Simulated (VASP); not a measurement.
Set up this calculation in VASP 6.6.1, as the native input.

- Task: single point
- Functional: r2SCAN
- Potentials or basis: VASP PAW PBE potentials, release 64 (Si, C)
- Cutoff: 520 eV
- k mesh: 12 × 12 × 6
- Occupations: gaussian, width 0.05 eV
- Spin: no spin polarisation
- Dipole correction: no
- Further INCAR settings: ALGO = Normal; EDIFF = 1e-06; NBANDS = 16

The system is SiC.

```xyz
4
Lattice="2.8292 0.0000 0.0000 -1.4146 2.4501 0.0000 0.0000 0.0000 5.2501" Properties=species:S:1:pos:R:3 pbc="T T T"
Si    0.0000    1.6334    0.0242
Si    1.4146    0.8167    2.6492
C     0.0000    1.6334    1.9971
C     1.4146    0.8167    4.6222
```

This cell differs from its parent crystal: strain -0.080 along x and y, +0.040 along z.

These files were run (other wordings do the same):

POSCAR

```
SiC
1.0
    2.8291794070      0.0000000000      0.0000000000
   -1.4145897035      2.4501412383      0.0000000000
    0.0000000000      0.0000000000      5.2500935267
Si C
2 2
Direct
    0.3333333333      0.6666666667      0.0046028828
    0.6666666667      0.3333333333      0.5046028828
    0.3333333333      0.6666666667      0.3803971172
    0.6666666667      0.3333333333      0.8803971172
```

INCAR.step1

```
SYSTEM = SiC
PREC = Accurate ; ENCUT = 520
ISMEAR = 0 ; SIGMA = 0.05
LREAL = .FALSE. ; LASPH = .TRUE.
NELM = 60 ; NBANDS = 16
GGA = PE ; ALGO = Normal
EDIFF = 1E-4 ; LWAVE = .TRUE.
LCHARG = .FALSE.
```

INCAR.step2

```
SYSTEM = SiC
PREC = Accurate ; ENCUT = 520
EDIFF = 1E-6 ; ISMEAR = 0
SIGMA = 0.05 ; LREAL = .FALSE.
LASPH = .TRUE. ; NELM = 60
ALGO = Normal ; ISIF = 2
LWAVE = .FALSE. ; LCHARG = .TRUE.
METAGGA = R2SCAN ; LMIXTAU = .TRUE.
LELF = .TRUE. ; LVHAR = .TRUE.
NBANDS = 16 ; ISTART = 1
```

KPOINTS

```
regular mesh
0
G
  12 12 6
  0 0 0
```

Potentials or basis: VASP PAW PBE potentials, release 64 (Si, C).

Run with:

```bash
$ cat potpaw_PBE.64/Si/POTCAR potpaw_PBE.64/C/POTCAR > POTCAR
$ cp INCAR.step1 INCAR
$ mpirun -np 1 vasp_std > vasp.out
$ cp INCAR.step2 INCAR
$ mpirun -np 1 vasp_std > vasp.out
```

It gave:

| Quantity | Value |
| --- | --- |
| Pressure | 43.1 GPa |
| Largest force | 1.413 eV/Å |
| Band gap on the k mesh | 1.84 eV (least direct gap 4.31 eV) |

Caveat: the cell differs from its parent crystal (strain -0.080 along x and y, +0.040 along z); the stress differs along the axes, from -18 to 74 GPa; the PAW data sets were made with another functional, which shifts forces and pressure a little.

Run time: 58 s on 1 thread of Intel(R) Xeon(R) 6975P-C (Granite Rapids) (shared host), peak memory 0.18 GiB.
